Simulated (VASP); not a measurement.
# Be (P6_3/mmc) in VASP: further runs

Runs on Be. Level: PBEsol. Tasks: single point.

Everything below comes from runs of VASP 6.6.1. Logs are shortened: lines on timing, memory, paths and dates and some standing lists are left out, and cuts for length are marked.

### 1 The cell of the first run

It takes space group P6_3/mmc (No. 194, hexagonal). The conventional cell has a = 1.969 Å, b = 1.969 Å, c = 3.139 Å, α = 90.00°, β = 90.00°, γ = 120.00°. Within 2.6 Å of Be (site symmetry -6m2) lie 12 Be at 1.94 to 1.97 Å.

### 2 Single point, PBEsol

File INCAR:

```
PREC     = Accurate       # precision mode
ENCUT    = 520            # plane-wave cutoff, eV
EDIFF    = 1E-6           # SCF threshold, eV
ISMEAR   = 0              # smearing method
SIGMA    = 0.1            # smearing width, eV
LREAL    = False          # projectors in reciprocal space
LASPH    = True           # aspherical terms in the spheres
NELM     = 80             # most SCF steps
ALGO     = Fast           # electronic algorithm
ISIF     = 2              # what is computed and relaxed
LWAVE    = False          # write WAVECAR
LCHARG   = False          # write CHGCAR
GGA      = PS             # functional
NBANDS   = 9              # bands
```

File KPOINTS:

```
Automatic mesh
0
Gamma
  12 12 6
```

File POSCAR:

```
Be
1.0
    1.9685479459      0.0000000000      0.0000000000
   -0.9842739729      1.7048125297      0.0000000000
    0.0000000000      0.0000000000      3.1389202996
Be
2
Direct
    0.3333333333      0.6666666667      0.2500000000
    0.6666666667      0.3333333333      0.7500000000
```

Potentials or basis: VASP PAW PBE potentials, release 64 (Be).

Launch:

```sh
> cat potpaw_PBE.64/Be/POTCAR > POTCAR
> mpirun -np 1 vasp_std > vasp.out
```

OUTCAR:

```text
PREC = Accurate
   ENCUT = 520
   EDIFF = 1E-6
   ISMEAR = 0
   LREAL = False
   LASPH = True
   NELM = 80
   ISIF = 2
   GGA = PS

 ion  position               nearest neighbor table
   1  0.333  0.667  0.250-   2 1.94   2 1.94   2 1.94   2 1.94   2 1.94   2 1.94
   2  0.667  0.333  0.750-   1 1.94   1 1.94   1 1.94   1 1.94   1 1.94   1 1.94

  LATTYP: Found a hexagonal cell.
 ALAT       =     1.9685479459
 C/A-ratio  =     1.5945358639

  Lattice vectors:

 A1 = (   1.9685479459,   0.0000000000,   0.0000000000)
 A2 = (  -0.9842739729,   1.7048125297,   0.0000000000)
 A3 = (   0.0000000000,   0.0000000000,   3.1389202996)

Analysis of symmetry for initial positions (statically):
=====================================================================
 Subroutine PRICEL returns:
 Original cell was already a primitive cell.

 Routine SETGRP: Setting up the symmetry group for a
 hexagonal supercell.

 Subroutine GETGRP returns: Found 24 space group operations
 (whereof 12 operations were pure point group operations)
 out of a pool of 24 trial point group operations.

The static configuration has the point symmetry D_3d.
 The point group associated with its full space group is D_6h.

Analysis of symmetry for dynamics (positions and initial velocities):
=====================================================================
 Subroutine PRICEL returns:
 Original cell was already a primitive cell.

 Routine SETGRP: Setting up the symmetry group for a
 hexagonal supercell.

 Subroutine GETGRP returns: Found 24 space group operations
 (whereof 12 operations were pure point group operations)
 out of a pool of 24 trial point group operations.

The dynamic configuration has the point symmetry D_3d.
 The point group associated with its full space group is D_6h.

 Subroutine INISYM returns: Found 24 space group operations
 (whereof 12 operations are pure point group operations),
 and found     1 'primitive' translations

----------------------------------------------------------------------------------------

                                     Primitive cell

  volume of cell :      10.5342

  direct lattice vectors                    reciprocal lattice vectors
     1.968547946  0.000000000  0.000000000     0.507988643  0.293287380  0.000000000
    -0.984273973  1.704812530  0.000000000     0.000000000  0.586574760  0.000000000
     0.000000000  0.000000000  3.138920300     0.000000000  0.000000000  0.318580883

  length of vectors
     1.968547946  1.968547946  3.138920300     0.586574760  0.586574760  0.318580883

  position of ions in fractional coordinates (direct lattice)
     0.333333333  0.666666667  0.250000000
     0.666666667  0.333333333  0.750000000

  ion indices of the primitive-cell ions
   primitive index   ion index
                 1           1
                 2           2

----------------------------------------------------------------------------------------

 KPOINTS: Automatic mesh

Automatic generation of k-mesh.
 Grid dimensions read from file:
 generate k-points for:   12   12    6

 Generating k-lattice:

  Cartesian coordinates                     Fractional coordinates (reciprocal lattice)
     0.042332387  0.024440615  0.000000000     0.083333333  0.000000000  0.000000000
     0.000000000  0.048881230  0.000000000     0.000000000  0.083333333  0.000000000
     0.000000000  0.000000000  0.053096814     0.000000000  0.000000000  0.166666667

  Length of vectors
     0.048881230  0.048881230  0.053096814

  Shift w.r.t. Gamma in fractional coordinates (k-lattice)
     0.000000000  0.000000000  0.000000000

 Subroutine IBZKPT returns following result:
 ===========================================

 Found     76 irreducible k-points:

 Following reciprocal coordinates:
            Coordinates               Weight
  0.000000  0.000000  0.000000      1.000000
  0.083333 -0.000000  0.000000      6.000000
  0.166667 -0.000000  0.000000      6.000000
  0.250000 -0.000000  0.000000      6.000000
  0.333333 -0.000000  0.000000      6.000000
  0.416667 -0.000000  0.000000      6.000000
[... 16 lines left out ...]
  0.250000 -0.000000  0.166667     12.000000
  0.333333 -0.000000  0.166667     12.000000
 [... further k-points ...]
   k-points           NKPTS =     76   k-points in BZ     NKDIM =     76   number of bands    NBANDS=      9
   number of dos      NEDOS =    301   number of ions     NIONS =      2
   total plane-waves  NPLWV =   6144
   dimension x,y,z NGX =    16 NGY =   16 NGZ =   24
   dimension x,y,z NGXF=    32 NGYF=   32 NGZF=   48
   ions per type =               2
   NGX,Y,Z   is equivalent  to a cutoff of  13.51, 13.51, 12.71 a.u.
   NGXF,Y,Z  is equivalent  to a cutoff of  27.02, 27.02, 25.42 a.u.
 SYSTEM =  unknown system
   PREC   = accura    normal or accurate (medium, high low for compatibility)
   ISTART =      0    job   : 0-new  1-cont  2-samecut
   ICHARG =      2    charge: 1-file 2-atom 10-const
   ISPIN  =      1    spin polarized calculation?
   LNONCOLLINEAR =      F non collinear calculations
   LSORBIT =      F    spin-orbit coupling
   LASPH  =      T    aspherical Exc in radial PAW
   ENCUT  =  520.0 eV  38.22 Ry    6.18 a.u.   3.66  3.66  5.84*2*pi/ulx,y,z
   NELM   =     80;   NELMIN=  2; NELMDL= -5     # of ELM steps
   EDIFF  = 0.1E-05   stopping-criterion for ELM
   LREAL  =      F    real-space projection
   EDIFFG = 0.1E-04   stopping-criterion for IOM
   NSW    =      0    number of steps for IOM
   IBRION =     -1    ionic relax: 0-MD 1-quasi-New 2-CG
   NFREE  =      0    steps in history (QN), initial steepest desc. (CG)
   ISIF   =      2    stress and relaxation
   ISYM   =      2    0-nonsym 1-usesym 2-fastsym
   POTIM  = 0.5000    time-step for ionic-motion
   TEBEG  =    0.0;   TEEND  =   0.0 temperature during run
   PSTRESS=    0.0 pullay stress
   NELECT =       4.0000    total number of electrons
   NUPDOWN=      -1.0000    fix difference up-down
   EMIN   =  10.00;   EMAX   =-10.00  energy-range for DOS
   EFERMI =   0.00;   METHOD = LEGACY
   ISMEAR =     0;   SIGMA  =   0.10  broadening in eV -4-tet -1-fermi 0-gaus
   EFERMI_NEDOS =   21; number of points for ismear=-14 and -15
   IALGO  =     68    algorithm
   IMIX   =      4    mixing-type and parameters
     AMIX     =   0.40;   BMIX     =  1.00
     AMIX_MAG =   1.60;   BMIX_MAG =  1.00
  volume/ion in A,a.u.               =       5.27        35.54
  Fermi-wavevector in a.u.,A,eV,Ry     =   1.185479  2.240230 19.121089  1.405360
  Thomas-Fermi vector in A             =   2.321672
   LORBIT       =      0    0 simple, 1 ext, 2 COOP (PROOUT), +10 PAW based schemes
   GGA     = PS    functional components
   LHFCALC =     F    Hartree Fock is set to
   AEXX    =    0.0000 exact exchange contribution
   IVDW    =     0    specifies the selected vdW correction
   LEPSILON=     F    determine dielectric tensor
   LRPA    =     F    only Hartree local field effects (RPA)
 non-spin polarized calculation
 RMM-DIIS sequential band-by-band and
 Gauss-broadening in eV      SIGMA  =   0.10
  energy-cutoff  :      520.00
  volume of cell :       10.53
 maximum number of plane-waves:       300
 NGX is ok and might be reduce to    16
   NGX =  7   NGY =  7   NGZ = 11

 number of electron       4.0000000 magnetization

 Free energy of the ion-electron system (eV)
  ---------------------------------------------------
  ext. energy  EPLUGINS =         0.00000000
  ---------------------------------------------------
  free energy    TOTEN  =        -6.84336903 eV

  energy without entropy =       -6.84253873  energy(sigma->0) =       -6.84295388

 E-fermi :  11.0746     XC(G=0): -12.0249

 val. band max:       10.9743755565   @ k =   0.3333   0.3333   0.5000
 cond. band min:      11.1000800292   @ k =   0.2500   0.1667   0.0000
 fundamental gap:      0.1257044728
 Fermi energy:        11.0746107138

 k-point     1 :       0.0000    0.0000    0.0000
  band No.  band energies     occupation
      1      -2.7348      2.00000
      2       4.5287      2.00000
      3      13.4943      0.00000
      4      33.0473      0.00000
      5      33.0473      0.00000
      6      36.7149      0.00000
      7      36.7149      0.00000
      8      39.2987      0.00000
      9      45.8991      0.00000

 k-point     2 :       0.0833   -0.0000    0.0000
  band No.  band energies     occupation
      1      -2.5135      2.00000
      2       4.8784      2.00000
      3      13.4529      0.00000
      4      30.9015      0.00000
      5      31.4004      0.00000
      6      36.9112      0.00000
      7      37.5827      0.00000
      8      38.8072      0.00000
      9      43.0530      0.00000

 k-point     3 :       0.1667   -0.0000    0.0000
  band No.  band energies     occupation
      1      -1.8458      2.00000
      2       5.9256      2.00000
      3      13.2895      0.00000
      4      26.7001      0.00000
      5      28.8897      0.00000
      6      36.5799      0.00000
      7      36.8338      0.00000
      8      37.5086      0.00000
      9      38.8414      0.00000

 k-point     4 :       0.2500   -0.0000    0.0000
  band No.  band energies     occupation
      1      -0.7254      2.00000
      2       7.6633      2.00000
      3      12.7717      0.00000
      4      22.8311      0.00000
      5      26.7134      0.00000
      6      32.0652      0.00000
      7      33.0907      0.00000
      8      36.3545      0.00000
      9      38.5325      0.00000
[... 205 lines left out ...]
 k-point    22 :       0.1667   -0.0000    0.1667
  band No.  band energies     occupation
      1      -1.5788      2.00000
      2       4.6144      2.00000
      3      15.3278      0.00000
      4      26.9468      0.00000
      5      29.2585      0.00000
      6      34.4887      0.00000
      7      35.8714      0.00000
      8      36.4818      0.00000
      9      39.7798      0.00000

 k-point    23 :       0.2500   -0.0000    0.1667
  band No.  band energies     occupation
      1      -0.4551      2.00000
      2       6.0329      2.00000
      3      15.0045      0.00000
      4      23.1125      0.00000
      5      27.0954      0.00000
      6      29.5560      0.00000
      7      34.9494      0.00000
      8      35.0190      0.00000
      9      38.2145      0.00000

 k-point    24 :       0.3333   -0.0000    0.1667
  band No.  band energies     occupation
      1       1.1081      2.00000
      2       7.6785      2.00000
      3      13.8891      0.00000
      4      21.0315      0.00000
      5      25.0299      0.00000
      6      25.4843      0.00000
      7      31.5745      0.00000
      8      33.6921      0.00000
      9      38.2562      0.00000

 [... further k-points ...]
[... 5 lines left out ...]
  --------------------------------------------------------------------------------------
  -------------------------------------------------------------------------------------
  Total        6.2718691      6.2718691      6.3522891      0.0000000      0.0000000      0.0000000
  in kB      953.9039574    953.9039574    966.1352423      0.0000000      0.0000000      0.0000000
  external PRESSURE =     957.9810523 kB  Pullay stress =       0.0000000 kB

 VOLUME and BASIS-vectors are now :
 -----------------------------------------------------------------------------
  energy-cutoff  :      520.00
  volume of cell :       10.53
      direct lattice vectors                 reciprocal lattice vectors
     1.968547946  0.000000000  0.000000000     0.507988643  0.293287380  0.000000000
    -0.984273973  1.704812530  0.000000000     0.000000000  0.586574760  0.000000000
     0.000000000  0.000000000  3.138920300     0.000000000  0.000000000  0.318580883

 POSITION                                       TOTAL-FORCE (eV/Angst)
 -----------------------------------------------------------------------------------
     -0.00000      1.13654      0.78473         0.000000      0.000000      0.000000
      0.98427      0.56827      2.35419        -0.000000     -0.000000      0.000000
 -----------------------------------------------------------------------------------
    total drift:                                0.000000     -0.000000      0.000000

  FREE ENERGIE OF THE ION-ELECTRON SYSTEM (eV)
  ---------------------------------------------------
  free  energy   TOTEN  =        -6.8433690262 eV

  energy  without entropy=       -6.8425387289  energy(sigma->0) =       -6.84295388
```

Run time: 13 s. Hardware: 1 thread of AMD EPYC, shared host; peak memory 0.09 GiB.

Results:

| Quantity | Value |
| --- | --- |
| Free energy | -6.8434 eV |
| Pressure | 95.8 GPa |
| Band gap on the k mesh | zero (bands 2 and 3 overlap by 2.37 eV) |

Stress tensor (GPa, compression positive):
```
95.39  0.00  0.00
 0.00 95.39  0.00
 0.00  0.00 96.61
```

Caveat: the cell stands under pressure; the PAW data sets were made with another functional, which shifts forces and pressure a little.

### 3 Single point, PBEsol

This run uses another cell than the first one, of 6.08 Å³/atom.

File INCAR:

```
  ALGO = Fast
  EDIFF = 1E-6
  ENCUT = 520
  GGA = PS
  ISIF = 2
  ISMEAR = 0
  LASPH = True
  LCHARG = False
  LREAL = False
  LWAVE = False
  NBANDS = 9
  NELM = 100
  PREC = Accurate
  SIGMA = 0.1
```

File KPOINTS:

```
k-points
0
Gamma
  12 12 6
```

File POSCAR:

```
Be
1.0
    2.0665432161      0.0000000000      0.0000000000
   -1.0332716081      1.7896789232      0.0000000000
    0.0000000000      0.0000000000      3.2860569141
Be
2
Direct
    0.3333333333      0.6666666667      0.2500000000
    0.6666666667      0.3333333333      0.7500000000
```

Potentials or basis: VASP PAW PBE potentials, release 64 (Be).

Launch:

```sh
> cat potpaw_PBE.64/Be/POTCAR > POTCAR
> mpirun -np 1 vasp_std > vasp.out
```

OUTCAR:

```text
EDIFF = 1E-6
   ENCUT = 520
   GGA = PS
   ISIF = 2
   ISMEAR = 0
   LASPH = True
   LREAL = False
   NELM = 100
   PREC = Accurate

 ion  position               nearest neighbor table
   1  0.333  0.667  0.250-   2 2.03   2 2.03   2 2.03   2 2.03   2 2.03   2 2.03
   2  0.667  0.333  0.750-   1 2.03   1 2.03   1 2.03   1 2.03   1 2.03   1 2.03

  LATTYP: Found a hexagonal cell.
 ALAT       =     2.0665432161
 C/A-ratio  =     1.5901225237

  Lattice vectors:

 A1 = (   2.0665432161,   0.0000000000,   0.0000000000)
[... 470 lines left out ...]
      5      22.1945      0.00000
      6      22.5110      0.00000
      7      28.1418      0.00000
      8      29.8743      0.00000
      9      33.7203      0.00000

 [... further k-points ...]
[... 5 lines left out ...]
  --------------------------------------------------------------------------------------
  -------------------------------------------------------------------------------------
  Total        3.6854809      3.6854809      3.6908828     -0.0000000      0.0000000      0.0000000
  in kB      485.8587777    485.8587778    486.5709121     -0.0000000      0.0000000      0.0000000
  external PRESSURE =     486.0961559 kB  Pullay stress =       0.0000000 kB

 VOLUME and BASIS-vectors are now :
 -----------------------------------------------------------------------------
  energy-cutoff  :      520.00
  volume of cell :       12.15
      direct lattice vectors                 reciprocal lattice vectors
     2.066543216  0.000000000  0.000000000     0.483899873  0.279379722  0.000000000
    -1.033271608  1.789678923  0.000000000     0.000000000  0.558759444  0.000000000
     0.000000000  0.000000000  3.286056914     0.000000000  0.000000000  0.304316093

 POSITION                                       TOTAL-FORCE (eV/Angst)
 -----------------------------------------------------------------------------------
     -0.00000      1.19312      0.82151        -0.000000      0.000000      0.000000
      1.03327      0.59656      2.46454         0.000000      0.000000      0.000000
 -----------------------------------------------------------------------------------
    total drift:                                0.000000     -0.000000      0.000000

  FREE ENERGIE OF THE ION-ELECTRON SYSTEM (eV)
  ---------------------------------------------------
  free  energy   TOTEN  =        -7.5519124519 eV

  energy  without entropy=       -7.5510300167  energy(sigma->0) =       -7.55147123
```

Run time: 12 s. Hardware: 1 thread of AMD EPYC, shared host; peak memory 0.08 GiB.

Results:

- Free energy: -7.5519 eV
- Pressure: 48.6 GPa
- Band gap on the k mesh: zero (bands 2 and 3 overlap by 2.19 eV)

Caveat: the cell stands under pressure; the PAW data sets were made with another functional, which shifts forces and pressure a little.

### 4 Single point, PBEsol

This run uses another cell than the first one, of 6.83 Å³/atom.

File INCAR:

```
SYSTEM = Be
ALGO = Fast
EDIFF = 1E-6
ENCUT = 520
GGA = PS
ISIF = 2
ISMEAR = 0
LASPH = .TRUE.
LCHARG = .FALSE.
LREAL = .FALSE.
LWAVE = .FALSE.
NBANDS = 9
NELM = 60
PREC = Accurate
SIGMA = 0.1
```

File KPOINTS:

```
k-points
0
G
  12 12 6
  0 0 0
```

File POSCAR:

```
Be
1.0
    2.1519217805      0.0000000000      0.0000000000
   -1.0759608903      1.8636189289      0.0000000000
    0.0000000000      0.0000000000      3.4084818800
Be
2
Direct
    0.3333333333      0.6666666667      0.2500000000
    0.6666666667      0.3333333333      0.7500000000
```

Launch:

```sh
> cat potpaw_PBE.64/Be/POTCAR > POTCAR
> mpirun -np 1 vasp_std > vasp.out
```

Wall time 14 s (1 thread of AMD EPYC, shared host); peak memory 0.09 GiB.

Results (log left out):

- Free energy: -7.8750 eV
- Pressure: 21.7 GPa
- Band gap on the k mesh: zero (bands 2 and 3 overlap by 2.05 eV)

Levels at points of the mesh, in eV from the Fermi level:
| k point | band 1 | band 2 | band 3 | band 4 | band 5 | band 6 |
| --- | --- | --- | --- | --- | --- | --- |
| (0.00, 0.00, 0.00) | -12.50 | -5.43 | 1.21 | 17.69 | 17.69 | 20.81 |
| (0.50, 0.00, 0.00) | -5.93 | -3.60 | 3.62 | 6.65 | 7.36 | 10.22 |
| (0.00, 0.00, 0.50) | -10.25 | -10.25 | 11.44 | 11.44 | 19.53 | 19.53 |
| (0.50, 0.00, 0.50) | -4.44 | -4.44 | 1.74 | 1.74 | 13.10 | 13.10 |

Caveat: the cell stands under pressure; the PAW data sets were made with another functional, which shifts forces and pressure a little.

### 5 Overview

| cell | gap on the mesh (eV) | pressure (GPa) |
| --- | --- | --- |
| a = 1.969, b = 1.969, c = 3.139 Å, angles 90.0, 90.0, 120.0°, 2 atoms | none | 95.8 |
| a = 2.067, b = 2.067, c = 3.286 Å, angles 90.0, 90.0, 120.0°, 2 atoms | none | 48.6 |
| a = 2.152, b = 2.152, c = 3.408 Å, angles 90.0, 90.0, 120.0°, 2 atoms | none | 21.7 |

Alike in all rows: task single point; level PBEsol; potentials or basis VASP PAW PBE potentials, release 64 (Be); no spin polarisation; k mesh 12 × 12 × 6; cutoff (eV) 520; smearing gaussian 0.1 eV.

Caveats: the cell stands under pressure; the PAW data sets were made with another functional, which shifts forces and pressure a little.

Total energies depend on the potentials used, so only differences within one code and one set of settings carry meaning.

The gap in the log of VASP goes by the Fermi energy; the results here count the filled bands.